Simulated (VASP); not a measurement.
# NbTe (CsCl type) (Pm-3m) in VASP: settings compared

NbTe (CsCl type) is run at these levels: PBEsol+U, PBEsol; tasks: single point, relaxation of cell and atoms.

Everything below comes from runs of VASP 6.6.1. Logs are shortened: lines on timing, memory, paths and dates and some standing lists are left out, and cuts for length are marked.

**1. The cell of the first run**

Symmetry: Pm-3m, No. 221, cubic system. Conventional cell: a = 3.089 Å, b = 3.089 Å, c = 3.089 Å, α = 90.00°, β = 90.00°, γ = 90.00°. Within 3.5 Å of Nb (site symmetry m-3m) lie 8 Te at 2.68 Å and 6 Nb at 3.09 Å. Te (site symmetry m-3m) has 8 Nb at 2.68 Å and 6 Te at 3.09 Å within 3.5 Å.

**2. Single point, PBEsol+U**

Contents of INCAR:

```
SYSTEM = NbTe
PREC = Accurate
ENCUT = 520
EDIFF = 1E-6
ISMEAR = -4
SIGMA = 0.1
LREAL = .False.
LASPH = .True.
NELM = 150
ALGO = Normal
ISIF = 2
LWAVE = .False.
LCHARG = .False.
LMAXMIX = 4
LDAU = .True.
LDAUTYPE = 2
LDAUL = 2 -1
LDAUU = 2 0
LDAUJ = 0 0
LDAUPRINT = 1
GGA = PS
NBANDS = 16
```

Contents of KPOINTS:

```
regular mesh
0
Gamma
  12 12 12
  0 0 0
```

Contents of POSCAR:

```
NbTe
1.0
    3.0889501291      0.0000000000      0.0000000000
    0.0000000000      3.0889501291      0.0000000000
    0.0000000000      0.0000000000      3.0889501291
Nb Te
1 1
Direct
    0.0000000000      0.0000000000      0.0000000000
    0.5000000000      0.5000000000      0.5000000000
```

Potentials or basis: VASP PAW PBE potentials, release 64 (Nb_sv, Te).

Command:

```sh
cat potpaw_PBE.64/Nb_sv/POTCAR potpaw_PBE.64/Te/POTCAR > POTCAR
mpirun -np 1 vasp_std > vasp.out
```

OUTCAR:

```text
SYSTEM = NbTe
   PREC = Accurate
   ENCUT = 520
   EDIFF = 1E-6
   ISMEAR = -4
   LREAL = .False.
   LASPH = .True.
   NELM = 150
   ISIF = 2
   GGA = PS

 ion  position               nearest neighbor table
   1  0.000  0.000  0.000-   2 2.68   2 2.68   2 2.68   2 2.68   2 2.68   2 2.68   2 2.68   2 2.68

   2  0.500  0.500  0.500-   1 2.68   1 2.68   1 2.68   1 2.68   1 2.68   1 2.68   1 2.68   1 2.68

  LATTYP: Found a simple cubic cell.
 ALAT       =     3.0889501291

  Lattice vectors:

 A1 = (   3.0889501291,   0.0000000000,   0.0000000000)
 A2 = (   0.0000000000,   3.0889501291,   0.0000000000)
 A3 = (   0.0000000000,   0.0000000000,   3.0889501291)

Analysis of symmetry for initial positions (statically):
=====================================================================
 Subroutine PRICEL returns:
 Original cell was already a primitive cell.

 Routine SETGRP: Setting up the symmetry group for a
 simple cubic supercell.

 Subroutine GETGRP returns: Found 48 space group operations
 (whereof 48 operations were pure point group operations)
 out of a pool of 48 trial point group operations.

The static configuration has the point symmetry O_h .

Analysis of symmetry for dynamics (positions and initial velocities):
=====================================================================
 Subroutine PRICEL returns:
 Original cell was already a primitive cell.

 Routine SETGRP: Setting up the symmetry group for a
 simple cubic supercell.

 Subroutine GETGRP returns: Found 48 space group operations
 (whereof 48 operations were pure point group operations)
 out of a pool of 48 trial point group operations.

The dynamic configuration has the point symmetry O_h .

 Subroutine INISYM returns: Found 48 space group operations
 (whereof 48 operations are pure point group operations),
 and found     1 'primitive' translations

----------------------------------------------------------------------------------------

                                     Primitive cell

  volume of cell :      29.4736

  direct lattice vectors                    reciprocal lattice vectors
     3.088950129  0.000000000  0.000000000     0.323734589  0.000000000  0.000000000
     0.000000000  3.088950129  0.000000000     0.000000000  0.323734589  0.000000000
     0.000000000  0.000000000  3.088950129     0.000000000  0.000000000  0.323734589

  length of vectors
     3.088950129  3.088950129  3.088950129     0.323734589  0.323734589  0.323734589

  position of ions in fractional coordinates (direct lattice)
     0.000000000  0.000000000  0.000000000
     0.500000000  0.500000000  0.500000000

  ion indices of the primitive-cell ions
   primitive index   ion index
                 1           1
                 2           2

----------------------------------------------------------------------------------------

 KPOINTS: regular mesh

Automatic generation of k-mesh.
 Grid dimensions read from file:
 generate k-points for:   12   12   12

 Generating k-lattice:

  Cartesian coordinates                     Fractional coordinates (reciprocal lattice)
     0.026977882  0.000000000  0.000000000     0.083333333  0.000000000  0.000000000
     0.000000000  0.026977882  0.000000000     0.000000000  0.083333333  0.000000000
     0.000000000  0.000000000  0.026977882     0.000000000  0.000000000  0.083333333

  Length of vectors
     0.026977882  0.026977882  0.026977882

  Shift w.r.t. Gamma in fractional coordinates (k-lattice)
     0.000000000  0.000000000  0.000000000

 TETIRR: Found    854 inequivalent tetrahedra from    10368

 Subroutine IBZKPT returns following result:
 ===========================================

 Found     84 irreducible k-points:

 Following reciprocal coordinates:
            Coordinates               Weight
  0.000000  0.000000  0.000000      1.000000
  0.083333  0.000000  0.000000      6.000000
  0.166667  0.000000  0.000000      6.000000
  0.250000  0.000000  0.000000      6.000000
  0.333333  0.000000  0.000000      6.000000
  0.416667  0.000000  0.000000      6.000000
[... 16 lines left out ...]
  0.333333  0.333333  0.000000     12.000000
  0.416667  0.333333  0.000000     24.000000
 [... further k-points ...]
   k-points           NKPTS =     84   k-points in BZ     NKDIM =     84   number of bands    NBANDS=     16
   number of dos      NEDOS =    301   number of ions     NIONS =      2
   total plane-waves  NPLWV =  13824
   dimension x,y,z NGX =    24 NGY =   24 NGZ =   24
   dimension x,y,z NGXF=    48 NGYF=   48 NGZF=   48
   ions per type =               1   1
   NGX,Y,Z   is equivalent  to a cutoff of  12.92, 12.92, 12.92 a.u.
   NGXF,Y,Z  is equivalent  to a cutoff of  25.83, 25.83, 25.83 a.u.
 SYSTEM =  NbTe
   PREC   = accura    normal or accurate (medium, high low for compatibility)
   ISTART =      0    job   : 0-new  1-cont  2-samecut
   ICHARG =      2    charge: 1-file 2-atom 10-const
   ISPIN  =      1    spin polarized calculation?
   LNONCOLLINEAR =      F non collinear calculations
   LSORBIT =      F    spin-orbit coupling
   LASPH  =      T    aspherical Exc in radial PAW
   ENCUT  =  520.0 eV  38.22 Ry    6.18 a.u.   5.74  5.74  5.74*2*pi/ulx,y,z
   NELM   =    150;   NELMIN=  2; NELMDL= -5     # of ELM steps
   EDIFF  = 0.1E-05   stopping-criterion for ELM
   LREAL  =      F    real-space projection
   EDIFFG = 0.1E-04   stopping-criterion for IOM
   NSW    =      0    number of steps for IOM
   IBRION =     -1    ionic relax: 0-MD 1-quasi-New 2-CG
   NFREE  =      0    steps in history (QN), initial steepest desc. (CG)
   ISIF   =      2    stress and relaxation
   ISYM   =      2    0-nonsym 1-usesym 2-fastsym
   POTIM  = 0.5000    time-step for ionic-motion
   TEBEG  =    0.0;   TEEND  =   0.0 temperature during run
   PSTRESS=    0.0 pullay stress
   NELECT =      19.0000    total number of electrons
   NUPDOWN=      -1.0000    fix difference up-down
   EMIN   =  10.00;   EMAX   =-10.00  energy-range for DOS
   EFERMI =   0.00;   METHOD = LEGACY
   ISMEAR =    -4;   SIGMA  =   0.10  broadening in eV -4-tet -1-fermi 0-gaus
   EFERMI_NEDOS =   21; number of points for ismear=-14 and -15
   IALGO  =     38    algorithm
   IMIX   =      4    mixing-type and parameters
     AMIX     =   0.40;   BMIX     =  1.00
     AMIX_MAG =   1.60;   BMIX_MAG =  1.00
  volume/ion in A,a.u.               =      14.74        99.45
  Fermi-wavevector in a.u.,A,eV,Ry     =   1.414214  2.672477 27.211669  2.000001
  Thomas-Fermi vector in A             =   2.535779
   LORBIT       =      0    0 simple, 1 ext, 2 COOP (PROOUT), +10 PAW based schemes
 LDA+U is selected, type is set to LDAUTYPE =  2
   angular momentum for each species LDAUL =     2   -1
   U (eV)           for each species LDAUU =   2.0  0.0
   J (eV)           for each species LDAUJ =   0.0  0.0
   GGA     = PS    functional components
   LHFCALC =     F    Hartree Fock is set to
   AEXX    =    0.0000 exact exchange contribution
   IVDW    =     0    specifies the selected vdW correction
   LEPSILON=     F    determine dielectric tensor
   LRPA    =     F    only Hartree local field effects (RPA)
 non-spin polarized calculation
 Fermi weights with tetrahedron method witout Bloechl corrections
  energy-cutoff  :      520.00
  volume of cell :       29.47
 maximum number of plane-waves:       840
 NGX is ok and might be reduce to    24
   NGX = 11   NGY = 11   NGZ = 11

atom =   1  type =  1  l = 2

 onsite density matrix

spin component  1

  0.2643 -0.0000  0.0000  0.0000  0.0000
 -0.0000  0.2643 -0.0000  0.0000  0.0000
  0.0000 -0.0000  0.3148 -0.0000 -0.0000
  0.0000  0.0000 -0.0000  0.2643 -0.0000
  0.0000  0.0000 -0.0000 -0.0000  0.3148

spin component  2

  0.2643 -0.0000  0.0000  0.0000  0.0000
 -0.0000  0.2643 -0.0000  0.0000  0.0000
  0.0000 -0.0000  0.3148 -0.0000 -0.0000
  0.0000  0.0000 -0.0000  0.2643 -0.0000
  0.0000  0.0000 -0.0000 -0.0000  0.3148

 occupancies and eigenvectors

  o =  0.2643  v =  1.0000  0.0000  0.0000  0.0000  0.0000  0.0000  0.0000  0.0000  0.0000  0.0000      0.0000  0.0000  0.0000  0.0000  0.0000  0.0000  0.0000  0.0000  0.0000  0.0000
  o =  0.2643  v =  0.0000  0.0000  0.0000  0.0000  0.0000  1.0000  0.0000  0.0000  0.0000  0.0000      0.0000  0.0000  0.0000  0.0000  0.0000  0.0000  0.0000  0.0000  0.0000  0.0000
  o =  0.2643  v =  0.0000  0.9230  0.0000 -0.3847  0.0000  0.0000  0.0000  0.0000  0.0000  0.0000      0.0000  0.0000  0.0000  0.0000  0.0000  0.0000  0.0000  0.0000  0.0000  0.0000
  o =  0.2643  v =  0.0000  0.3847  0.0000  0.9230  0.0000  0.0000  0.0000  0.0000  0.0000  0.0000      0.0000  0.0000  0.0000  0.0000  0.0000  0.0000  0.0000  0.0000  0.0000  0.0000
  o =  0.2643  v =  0.0000  0.0000  0.0000  0.0000  0.0000  0.0000  0.9230  0.0000 -0.3847  0.0000      0.0000  0.0000  0.0000  0.0000  0.0000  0.0000  0.0000  0.0000  0.0000  0.0000
  o =  0.2643  v =  0.0000  0.0000  0.0000  0.0000  0.0000  0.0000  0.3847  0.0000  0.9230  0.0000      0.0000  0.0000  0.0000  0.0000  0.0000  0.0000  0.0000  0.0000  0.0000  0.0000
  o =  0.3148  v =  0.0000  0.0000  0.0000  0.0000  0.0000  0.0000  0.0000 -0.9975 -0.0000 -0.0711      0.0000  0.0000  0.0000  0.0000  0.0000  0.0000  0.0000  0.0000  0.0000  0.0000
  o =  0.3148  v =  0.0000  0.0000 -0.9975 -0.0000 -0.0711  0.0000  0.0000  0.0000  0.0000  0.0000      0.0000  0.0000  0.0000  0.0000  0.0000  0.0000  0.0000  0.0000  0.0000  0.0000
  o =  0.3148  v =  0.0000  0.0000  0.0000  0.0000  0.0000  0.0000 -0.0000 -0.0711 -0.0000  0.9975      0.0000  0.0000  0.0000  0.0000  0.0000  0.0000  0.0000  0.0000  0.0000  0.0000
  o =  0.3148  v =  0.0000 -0.0000 -0.0711 -0.0000  0.9975  0.0000  0.0000  0.0000  0.0000  0.0000      0.0000  0.0000  0.0000  0.0000  0.0000  0.0000  0.0000  0.0000  0.0000  0.0000

 number of electron      18.9999997 magnetization

 Free energy of the ion-electron system (eV)
  ---------------------------------------------------
  ext. energy  EPLUGINS =         0.00000000
  ---------------------------------------------------
  free energy    TOTEN  =       -11.00578140 eV

  energy without entropy =      -11.00578140  energy(sigma->0) =      -11.00578140

 E-fermi :  17.4041     XC(G=0): -13.5057

 val. band max:       17.5139085820   @ k =   0.4167   0.4167   0.1667
 cond. band min:      17.3601794228   @ k =   0.4167   0.3333   0.3333
 fundamental gap:     -0.1537291592
 Fermi energy:        17.4041345035

 k-point     1 :       0.0000    0.0000    0.0000
  band No.  band energies     occupation
      1     -37.5122      2.00000
      2     -13.5842      2.00000
      3     -13.5842      2.00000
      4     -13.5842      2.00000
      5       0.6078      2.00000
      6      13.2156      2.00000
[... 433 lines left out ...]
      3     -13.9729      2.00000
      4     -13.4715      2.00000
      5       3.7135      2.00000
      6       9.7021      2.00000
[... 8 lines left out ...]
     15      25.8237      0.00000
     16      28.6504      0.00000

 [... further k-points ...]
[... 5 lines left out ...]
  --------------------------------------------------------------------------------------
  -------------------------------------------------------------------------------------
  Total       14.7423180     14.7423180     14.7423180      0.0000000     -0.0000000      0.0000000
  in kB      801.3895370    801.3895370    801.3895370      0.0000000     -0.0000000      0.0000000
  external PRESSURE =     801.3895370 kB  Pullay stress =       0.0000000 kB

 VOLUME and BASIS-vectors are now :
 -----------------------------------------------------------------------------
  energy-cutoff  :      520.00
  volume of cell :       29.47
      direct lattice vectors                 reciprocal lattice vectors
     3.088950129  0.000000000  0.000000000     0.323734589  0.000000000  0.000000000
     0.000000000  3.088950129  0.000000000     0.000000000  0.323734589  0.000000000
     0.000000000  0.000000000  3.088950129     0.000000000  0.000000000  0.323734589

 POSITION                                       TOTAL-FORCE (eV/Angst)
 -----------------------------------------------------------------------------------
      0.00000      0.00000      0.00000         0.000000      0.000000      0.000000
      1.54448      1.54448      1.54448         0.000000      0.000000      0.000000
 -----------------------------------------------------------------------------------
    total drift:                               -0.000000      0.000000      0.000000

  FREE ENERGIE OF THE ION-ELECTRON SYSTEM (eV)
  ---------------------------------------------------
  free  energy   TOTEN  =       -11.0057814038 eV

  energy  without entropy=      -11.0057814038  energy(sigma->0) =      -11.00578140
```

It took 9.7 s on 1 thread of Intel Xeon 6975P-C (Granite Rapids), shared host; peak memory 0.17 GiB.

What came out:

- Free energy: -11.0058 eV
- Pressure: 80.1 GPa

Levels at points of the mesh, in eV from the Fermi level:
```
           k point  band 6  band 7  band 8  band 9  band 10  band 11  band 12  band 13  band 14  band 15
(0.00, 0.00, 0.00)   -4.19   -4.19   -0.83   -0.83    -0.83     1.72     1.72     1.72     7.75     9.75
(0.50, 0.00, 0.00)   -9.99   -3.66   -3.66   -3.19     1.83     3.67     3.95     7.73     7.88     7.88
(0.50, 0.50, 0.00)   -6.66   -6.66   -3.64   -0.59    -0.59     1.62     3.17     3.97     6.26     9.02
(0.50, 0.50, 0.50)   -8.71   -8.71   -8.71    2.82     2.82     2.82     4.19     4.19     7.67     7.67
```

Eigenvalues of the final occupation matrices:
| site | spin | trace | eigenvalues |
| --- | --- | --- | --- |
| site 1 d | 1 | 1.42 | 0.26 0.26 0.26 0.31 0.31 |
| site 1 d | 2 | 1.42 | 0.26 0.26 0.26 0.31 0.31 |

Caveat: the PAW data sets were made with another functional, which shifts forces and pressure a little; spin-orbit coupling is left out, which moves the levels of the heavy elements; U without spin polarisation on a metal has little footing; the U is typed as a test and isn't derived for this compound.

[end of part 1 of 2]
